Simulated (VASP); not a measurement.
Input of a VASP 6.6.1 run:

Contents of INCAR:

```
SYSTEM = Ag3IO
PREC     = Accurate       ! precision mode
ENCUT    = 520            ! plane-wave cutoff, eV
EDIFF    = 1E-6           ! SCF threshold, eV
ISMEAR   = 0              ! smearing method
SIGMA    = 0.1            ! smearing width, eV
LREAL    = .FALSE.        ! projectors in reciprocal space
LASPH    = .TRUE.         ! aspherical terms in the spheres
NELM     = 60             ! most SCF steps
ALGO     = Normal         ! electronic algorithm
ISIF     = 2              ! what is computed and relaxed
LWAVE    = .FALSE.        ! write WAVECAR
LCHARG   = .FALSE.        ! write CHGCAR
GGA      = PE             ! functional
NBANDS   = 31             ! bands
```

The input KPOINTS:

```
Automatic mesh
0
G
  4 4 4
  0 0 0
```

POSCAR

```
Ag3IO
1.0
    4.5598551800      0.0000000000      0.0000000000
    0.0000000000      4.5598551800      0.0000000000
    0.0000000000      0.0000000000      4.5598551800
Ag I O
3 1 1
Direct
    0.5000000000      0.0000000000      0.0000000000
    0.0000000000      0.5000000000      0.0000000000
    0.0000000000      0.0000000000      0.5000000000
    0.5000000000      0.5000000000      0.5000000000
    0.0000000000      0.0000000000      0.0000000000
```

Potentials or basis: VASP PAW PBE potentials, release 64 (Ag, I, O).

Run with:

```console
$ cat potpaw_PBE.64/Ag/POTCAR potpaw_PBE.64/I/POTCAR potpaw_PBE.64/O/POTCAR > POTCAR
$ mpirun -np 1 vasp_std > vasp.out
```

Q: What does it give for the pressure?

A: 4.5 GPa.

Q: Predict the band gap on the k mesh.

A: Zero (band 23 reaches 6.55 eV, above the bottom of band 24 at 5.79 eV).

Caveat: spin-orbit coupling is left out, which moves the levels of the heavy elements.
